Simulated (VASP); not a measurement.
**Mg: relaxation of cell and atoms with RPBE**

Crystal: Mg.

```xyz
2
Lattice="3.2093 0.0000 0.0000 -1.6046 2.7793 0.0000 0.0000 0.0000 5.2103" Properties=species:S:1:pos:R:3 pbc="T T T"
Mg    1.6047    0.9264    3.9077
Mg    0.0000    1.8529    1.3026
```

- Program: VASP 6.6.1
- Task: relaxation of cell and atoms
- Functional: RPBE
- Potentials or basis: VASP PAW PBE potentials, release 64 (Mg)
- Cutoff: 600 eV
- k mesh: 10 × 10 × 5
- Occupations: fermi-dirac, width 0.05 eV
- Spin: no spin polarisation
- Dipole correction: no
- Further INCAR settings: ALGO = Normal; EDIFF = 1e-06; IBRION = 2; EDIFFG = -0.005; NSW = 80; ISIF = 3

The relaxed volume is 23.65 Å³/atom, the relaxed cell is a = 3.197 Å, b = 3.197 Å, c = 5.344 Å, α = 90.00°, β = 90.00°, γ = 120.00° and the space group after relaxing (to 0.05 Å) is P6_3/mmc (No. 194). The energy gained by relaxing is 3.0 meV/atom and the ionic steps are 7. The pressure after relaxing is 0.0 GPa and the band gap on the k mesh is zero (band 2 reaches 3.14 eV, above the bottom of band 3 at 1.11 eV).

The path:
| step | energy change (eV) | largest force (eV/Å) | pressure (GPa) | volume (Å³) |
| --- | --- | --- | --- | --- |
| 1 | 0.0000 | 0.0000 | 0.57 | 46.47 |
| 2 | -0.0028 | 0.0000 | 0.16 | 47.03 |
| 3 | -0.0030 | 0.0000 | -0.78 | 48.42 |
| 4 | -0.0044 | 0.0000 | -0.31 | 47.70 |
| 5 | -0.0058 | 0.0000 | -0.24 | 47.62 |
| 6 | -0.0058 | 0.0000 | -0.23 | 47.61 |
| 7 | -0.0060 | 0.0000 | -0.03 | 47.31 |

Final structure:
```
Mg
1.0
     3.19718    0.00000    0.00000
    -1.59859    2.76884    0.00000
     0.00000    0.00000    5.34427
Mg
2
Direct
  0.66667 0.33333 0.75000
  0.33333 0.66667 0.25000
```

Levels at points of the mesh, in eV from the Fermi level:
```
           k point  band 1  band 2  band 3  band 4  band 5  band 6
(0.00, 0.00, 0.00)   -6.85   -1.85   -1.53   11.04   11.04   11.20
(0.50, 0.00, 0.00)   -2.08   -2.04    2.54    2.88    2.98    3.46
```

Run time: 100 s on 1 thread of AMD EPYC 7R13, on a shared host, peak memory 0.16 GiB.

Caveat: the PAW data sets were made with another functional, which shifts forces and pressure a little. Zero-point motion and thermal expansion aren't in these numbers.
